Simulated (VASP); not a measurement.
Runs of VASP 6.6.1 on PbF2. It takes space group Fm-3m (No. 225, cubic). The conventional cell has a = 5.921 Å, b = 5.921 Å, c = 5.921 Å, α = 90.00°, β = 90.00°, γ = 90.00°. Within 3.4 Å of Pb (site symmetry m-3m) lie 8 F at 2.56 Å. Within 3.4 Å of F (site symmetry -43m) lie 4 Pb at 2.56 Å and 6 F at 2.96 Å. 

```tsv
level	potentials or basis	k mesh	cutoff (eV)	smearing	grid for exact exchange (PRECFOCK)	screening parameter	gap on the mesh (eV)	pressure (GPa)
r2SCAN	VASP PAW PBE potentials, release 64 (Pb_d, F)	6 × 6 × 6	520	gaussian 0.01 eV	-	-	4.96	-0.1
HSE06	VASP PAW PBE potentials, release 64 (Pb_d, F)	4 × 4 × 4	520	gaussian 0.01 eV	Normal	0.2079 1/Å	5.72	1.1
PBEsol	VASP PAW PBE potentials, release 64 (Pb_d, F)	6 × 6 × 6	600	methfessel-paxton 0.05 eV	-	-	4.33	-1.1
PBEsol	VASP PAW PBE potentials, release 64 (Pb_d, F)	6 × 6 × 6	600	tetrahedron	-	-	4.33	-1.1
PBEsol	VASP PAW PBE potentials, release 64 (Pb_d, F)	6 × 6 × 6	600	gaussian 0.01 eV	-	-	4.33	-1.1
PBEsol	VASP PAW PBE potentials, release 64 (Pb_d, F)	6 × 6 × 6	520	gaussian 0.01 eV	-	-	4.32	-1.1
LDA	VASP PAW LDA potentials, release 64 (Pb_d, F)	4 × 4 × 4	520	gaussian 0.01 eV	-	-	(a)	-4.3
PBEsol	VASP PAW PBE potentials, release 64 (Pb_d, F)	6 × 6 × 6	600	gaussian 0.05 eV	-	-	4.33	-1.1
PBE	VASP PAW PBE potentials, release 64 (Pb_d, F)	4 × 4 × 4	520	gaussian 0.01 eV	-	-	4.42	(b)
```

Alike in all rows: task single point; no spin polarisation; cell as given.

Problem. Estimate the missing entries.

Solution. (a) 4.22; (b) 2.7.

Caveats: some runs use coarse meshes; spin-orbit coupling is left out, which moves the levels of the heavy elements; the PAW data sets were made with another functional, which shifts forces and pressure a little (some runs).

A k mesh can miss the band edges, and the runs leave out spin-orbit coupling on Pb.
